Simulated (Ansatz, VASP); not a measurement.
**One calculation of MgAl2P2, two programs**

Contents of POSCAR:

```
MgAl2P2
1.0
    3.6859820000      0.0000000000      0.0000000000
   -1.8429910000      3.1921570000      0.0000000000
    0.0000000000      0.0000000000      6.3492330000
Al P Mg
2 2 1
Direct
    0.3333300000      0.6666700000      0.3773000000
    0.6666700000      0.3333300000      0.6227000000
    0.3333300000      0.6666700000      0.7346000000
    0.6666700000      0.3333300000      0.2654000000
    0.0000000000      0.0000000000      0.0000000000
```

File INCAR.step1:

```
SYSTEM = MgAl2P2
ALGO     = Normal         ! electronic algorithm
EDIFF    = 1E-5           ! SCF threshold, eV
ENCUT    = 660            ! plane-wave cutoff, eV
GGA      = PE             ! functional
GGA_COMPAT= .False.      
ISMEAR   = -1             ! smearing method
LASPH    = .True.         ! aspherical terms in the spheres
LCHARG   = .False.        ! write CHGCAR
LREAL    = .False.        ! projectors in reciprocal space
LWAVE    = .True.         ! write WAVECAR
NBANDS   = 17             ! bands
NELM     = 120            ! most SCF steps
PREC     = Accurate       ! precision mode
SIGMA    = 0.1            ! smearing width, eV
```

INCAR.step2

```
SYSTEM = MgAl2P2
ALGO     = Normal         ! electronic algorithm
EDIFF    = 1E-6           ! SCF threshold, eV
ENCUT    = 660            ! plane-wave cutoff, eV
GGA_COMPAT= .False.      
ISIF     = 2              ! what is computed and relaxed
ISMEAR   = -1             ! smearing method
ISTART   = 1            
LASPH    = .True.         ! aspherical terms in the spheres
LCHARG   = .False.        ! write CHGCAR
LMIXTAU  = .True.       
LREAL    = .False.        ! projectors in reciprocal space
LWAVE    = .False.        ! write WAVECAR
METAGGA  = R2SCAN         ! meta-GGA
NBANDS   = 17             ! bands
NELM     = 120            ! most SCF steps
PREC     = Accurate       ! precision mode
SIGMA    = 0.1            ! smearing width, eV
```

File KPOINTS:

```
k-points
0
Gamma
  6 6 3
  0 0 0
```

Input for Ansatz:

```yaml
crystal:
  lattice:
    - [3.685982, 0.0, 0.0]
    - [-1.842991, 3.192157, 0.0]
    - [0.0, 0.0, 6.349233]
  atoms:
    - { symbol: Al, position: [0.33333, 0.66667, 0.3773] }
    - { symbol: Al, position: [0.66667, 0.33333, 0.6227] }
    - { symbol: P, position: [0.33333, 0.66667, 0.7346] }
    - { symbol: P, position: [0.66667, 0.33333, 0.2654] }
    - { symbol: Mg, position: [0.0, 0.0, 0.0] }
  symmetry: { tolerance: 0.0003 }
kpoints:
  mp_grid: { grid: [6, 6, 3], shift: [0, 0, 0] }
magnetization:
  spin_polarized: false
scf:
  occupations: { method: fermi_dirac }
  mixing: { algorithm: broyden, beta: 0.7 }
hamiltonian:
  pseudopotentials: { kind: paw }
  xc: r2scan
basis:
  ecutwfc: 500
output:
  forces: true
  stress: true
  eigenvalues: true
  write_density: true
  write_potential: true
  elf: true
  volumetric_format: npy
```

Alike in both runs: task single point; functional r2SCAN; k mesh 6 × 6 × 3; no spin polarisation.

|  | VASP | Ansatz |
| --- | --- | --- |
| version | VASP 6.6.1 | Ansatz 0.2.0 |
| potentials or method | VASP PAW PBE potentials, release 64 (Al, P, Mg), cutoff 660 eV | PAW plane waves |
| occupations | fermi-dirac, width 0.1 eV | fermi-dirac |
| valence electrons in the cell | 18 | 26 |

Ansatz gave:

| Item | Value |
| --- | --- |
| gap on the k mesh at the Fermi level (eV) | none |
| pressure (GPa) | 25.5 |
| traceless stress, the component that is largest in VASP (GPa) | 2.42 |
| rms of the force components (eV/Å) | 1.017 |

**Question.** What did VASP give for the same quantities?

**Answer.** gap on the k mesh at the Fermi level (eV): none; pressure (GPa): 24.9; traceless stress, the component that is largest in VASP (GPa): 2.46; rms of the force components (eV/Å): 0.999.

VASP's potentials were made for PBE, not for r2SCAN. Atom by atom the forces differ by 0.018 eV/Å (rms over components). A gap of «none» marks a metal or a gap that the smearing closes. VASP's potentials hold 18 valence electrons a cell and Ansatz's 26, so a difference there can come from the potentials and not from the codes. Ansatz's warnings: structure snapped to symmetry.
